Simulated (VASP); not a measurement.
# PdCl4 (Pnnm) in VASP: single point with PBE

Aim: the single point of PdCl4 with PBE.

Everything below comes from runs of VASP 6.6.1. Logs are shortened: lines on timing, memory, paths and dates and some standing lists are left out, and cuts for length are marked.

### Step 1. The cell of the first run

Symmetry: Pnnm, No. 58, orthorhombic system. Conventional cell: a = 7.522 Å, b = 10.297 Å, c = 3.556 Å, α = 90.00°, β = 90.00°, γ = 90.00°. Pd (site symmetry 2/m) has 6 Cl at 2.33 to 2.39 Å within 3.1 Å. Within 3.4 Å of Cl (site symmetry m) lie 2 Pd at 2.39 Å and 6 Cl at 3.20 to 3.36 Å. Within 3.4 Å of Cl (site symmetry m) lie 1 Pd at 2.33 Å and 6 Cl at 3.17 to 3.36 Å.

### Step 2. Single point, PBE

INCAR reads:

```
ALGO = Normal
EDIFF = 1E-6
ENCUT = 520
GGA = PE
ISIF = 2
ISMEAR = 0
LASPH = T
LCHARG = F
LREAL = F
LWAVE = F
NBANDS = 49
NELM = 60
PREC = Accurate
SIGMA = 0.2
```

KPOINTS reads:

```
k-points
0
Gamma
  6 4 2
```

POSCAR reads:

```
PdCl4
1.0
    0.0000000000      0.0000000000     -3.5556519821
    0.0000000000     -7.5220479116      0.0000000000
  -10.2974384677      0.0000000000      0.0000000000
Pd Cl
2 8
Direct
    0.0000000000      0.0000000000      0.0000000000
    0.5000000000      0.5000000000      0.5000000000
    0.0000000000      0.4473479661      0.6505340126
    0.0000000000      0.5526520339      0.3494659874
    0.5000000000      0.0526520339      0.1505340126
    0.5000000000      0.9473479661      0.8494659874
    0.5000000000      0.8018427593      0.5522000711
    0.5000000000      0.1981572407      0.4477999289
    0.0000000000      0.6981572407      0.0522000711
    0.0000000000      0.3018427593      0.9477999289
```

Potentials or basis: VASP PAW PBE potentials, release 64 (Pd, Cl).

Started as:

```bash
$ cat potpaw_PBE.64/Pd/POTCAR potpaw_PBE.64/Cl/POTCAR > POTCAR
$ mpirun -np 1 vasp_std > vasp.out
```

OUTCAR:

```text
EDIFF = 1E-6
   ENCUT = 520
   GGA = PE
   ISIF = 2
   ISMEAR = 0
   LASPH = T
   LREAL = F
   NELM = 60
   PREC = Accurate

 ion  position               nearest neighbor table
   1  0.000  0.000  0.000-   9 2.33  10 2.33   5 2.39   6 2.39   5 2.39   6 2.39
   2  0.500  0.500  0.500-   7 2.33   8 2.33   3 2.39   4 2.39   3 2.39   4 2.39
   3  0.000  0.447  0.651-   2 2.39   2 2.39
   4  0.000  0.553  0.349-   2 2.39   2 2.39
   5  0.500  0.053  0.151-   1 2.39   1 2.39
   6  0.500  0.947  0.849-   1 2.39   1 2.39
   7  0.500  0.802  0.552-   2 2.33
   8  0.500  0.198  0.448-   2 2.33
   9  0.000  0.698  0.052-   1 2.33
  10  0.000  0.302  0.948-   1 2.33

  LATTYP: Found a simple orthorhombic cell.
 ALAT       =     3.5556519821
 B/A-ratio  =     2.1155186023
 C/A-ratio  =     2.8960760276

  Lattice vectors:

 A1 = (   0.0000000000,   0.0000000000,  -3.5556519821)
 A2 = (   0.0000000000,  -7.5220479116,   0.0000000000)
 A3 = ( -10.2974384677,   0.0000000000,   0.0000000000)

Analysis of symmetry for initial positions (statically):
=====================================================================
 Subroutine PRICEL returns:
 Original cell was already a primitive cell.

 Routine SETGRP: Setting up the symmetry group for a
 simple orthorhombic supercell.

 Subroutine GETGRP returns: Found  8 space group operations
 (whereof  4 operations were pure point group operations)
 out of a pool of  8 trial point group operations.

The static configuration has the point symmetry C_2h.
 The point group associated with its full space group is D_2h.

Analysis of symmetry for dynamics (positions and initial velocities):
=====================================================================
 Subroutine PRICEL returns:
 Original cell was already a primitive cell.

 Routine SETGRP: Setting up the symmetry group for a
 simple orthorhombic supercell.

 Subroutine GETGRP returns: Found  8 space group operations
 (whereof  4 operations were pure point group operations)
 out of a pool of  8 trial point group operations.

The dynamic configuration has the point symmetry C_2h.
 The point group associated with its full space group is D_2h.

 Subroutine INISYM returns: Found  8 space group operations
 (whereof  4 operations are pure point group operations),
 and found     1 'primitive' translations

----------------------------------------------------------------------------------------

                                     Primitive cell
[... 115 lines left out ...]
   TEBEG  =    0.0;   TEEND  =   0.0 temperature during run
   PSTRESS=    0.0 pullay stress
   NELECT =      76.0000    total number of electrons
   NUPDOWN=      -1.0000    fix difference up-down
   EMIN   =  10.00;   EMAX   =-10.00  energy-range for DOS
   EFERMI =   0.00;   METHOD = LEGACY
   ISMEAR =     0;   SIGMA  =   0.20  broadening in eV -4-tet -1-fermi 0-gaus
   EFERMI_NEDOS =   21; number of points for ismear=-14 and -15
   IALGO  =     38    algorithm
   IMIX   =      4    mixing-type and parameters
     AMIX     =   0.40;   BMIX     =  1.00
     AMIX_MAG =   1.60;   BMIX_MAG =  1.00
  volume/ion in A,a.u.               =      27.54       185.86
  Fermi-wavevector in a.u.,A,eV,Ry     =   1.065822  2.014111 15.455887  1.135976
  Thomas-Fermi vector in A             =   2.201386
   LORBIT       =      0    0 simple, 1 ext, 2 COOP (PROOUT), +10 PAW based schemes
   GGA     = PE    functional components
   LHFCALC =     F    Hartree Fock is set to
   AEXX    =    0.0000 exact exchange contribution
   IVDW    =     0    specifies the selected vdW correction
   LEPSILON=     F    determine dielectric tensor
   LRPA    =     F    only Hartree local field effects (RPA)
 non-spin polarized calculation
 Gauss-broadening in eV      SIGMA  =   0.20
  energy-cutoff  :      520.00
  volume of cell :      275.41
 maximum number of plane-waves:      7452
 NGX is ok and might be reduce to    28
   NGX = 13   NGY = 27   NGZ = 39

 number of electron      76.0000006 magnetization

 Free energy of the ion-electron system (eV)
  ---------------------------------------------------
  ext. energy  EPLUGINS =         0.00000000
  ---------------------------------------------------
  free energy    TOTEN  =       -27.80077212 eV

  energy without entropy =      -27.68446713  energy(sigma->0) =      -27.74261963

 E-fermi :   0.4355     XC(G=0):  -8.0273

 val. band max:        0.4282024015   @ k =   0.0000   0.2500   0.5000
 cond. band min:       0.4876540198   @ k =   0.0000   0.0000   0.0000
 fundamental gap:      0.0594516182
 Fermi energy:         0.4354832349

 k-point     1 :       0.0000    0.0000    0.0000
  band No.  band energies     occupation
      1     -15.1460      2.00000
      2     -15.0721      2.00000
      3     -14.4899      2.00000
      4     -14.4630      2.00000
      5     -13.4338      2.00000
      6     -13.3491      2.00000
[... 1237 lines left out ...]
     48       9.2603      0.00000
     49       9.4123      0.00000

------------------------ aborting loop because EDIFF is reached ----------------------------------------

  FORCE on cell =-STRESS in cart. coord.  units (eV):
  Direction    XX          YY          ZZ          XY          YZ          ZX
  --------------------------------------------------------------------------------------
  -------------------------------------------------------------------------------------
  Total        0.0563103     -0.3880614     -0.3242238     -0.0000000      0.0000000      0.0000000
  in kB        0.3275774     -2.2574933     -1.8861272     -0.0000000      0.0000000      0.0000000
  external PRESSURE =      -1.2720144 kB  Pullay stress =       0.0000000 kB

 VOLUME and BASIS-vectors are now :
 -----------------------------------------------------------------------------
  energy-cutoff  :      520.00
  volume of cell :      275.41
      direct lattice vectors                 reciprocal lattice vectors
     0.000000000  0.000000000 -3.555651982     0.000000000  0.000000000 -0.281242373
     0.000000000 -7.522047912  0.000000000     0.000000000 -0.132942519  0.000000000
   -10.297438468  0.000000000  0.000000000    -0.097111530  0.000000000  0.000000000

 POSITION                                       TOTAL-FORCE (eV/Angst)
 -----------------------------------------------------------------------------------
      0.00000      0.00000      0.00000         0.000000      0.000000      0.000000
     -5.14872     -3.76102     -1.77783         0.000000      0.000000      0.000000
     -6.69883     -3.36497      0.00000         0.006070     -0.004960     -0.000000
     -3.59860     -4.15708      0.00000        -0.006070      0.004960      0.000000
     -1.55011     -0.39605     -1.77783         0.006070      0.004960      0.000000
     -8.74732     -7.12600     -1.77783        -0.006070     -0.004960     -0.000000
     -5.68625     -6.03150     -1.77783         0.018162      0.050585      0.000000
     -4.61119     -1.49055     -1.77783        -0.018162     -0.050585      0.000000
     -0.53753     -5.25157      0.00000         0.018162     -0.050585      0.000000
     -9.75991     -2.27048      0.00000        -0.018162      0.050585      0.000000
 -----------------------------------------------------------------------------------
    total drift:                               -0.000000      0.000000     -0.000000

  FREE ENERGIE OF THE ION-ELECTRON SYSTEM (eV)
  ---------------------------------------------------
  free  energy   TOTEN  =       -27.8007721244 eV

  energy  without entropy=      -27.6844671341  energy(sigma->0) =      -27.74261963
```

Wall time 2.9 min (1 thread of AMD EPYC 9R45 (Zen 5), shared host); peak memory 0.46 GiB.

What came out:

| Property | Result |
| --- | --- |
| Free energy | -27.8008 eV |
| Pressure | -0.1 GPa |
| Largest force | 0.054 eV/Å |
| Band gap on the k mesh | 0.03 eV (least direct gap 0.38 eV) |

Forces in eV/Å, atoms in the order of the input:
```
Pd   0.000  0.000  0.000
Pd   0.000  0.000  0.000
Cl   0.006 -0.005  0.000
Cl  -0.006  0.005  0.000
Cl   0.006  0.005  0.000
Cl  -0.006 -0.005  0.000
Cl   0.018  0.051  0.000
Cl  -0.018 -0.051  0.000
Cl   0.018 -0.051  0.000
Cl  -0.018  0.051  0.000
```

The gap in the log of VASP goes by the Fermi energy; the results here count the filled bands.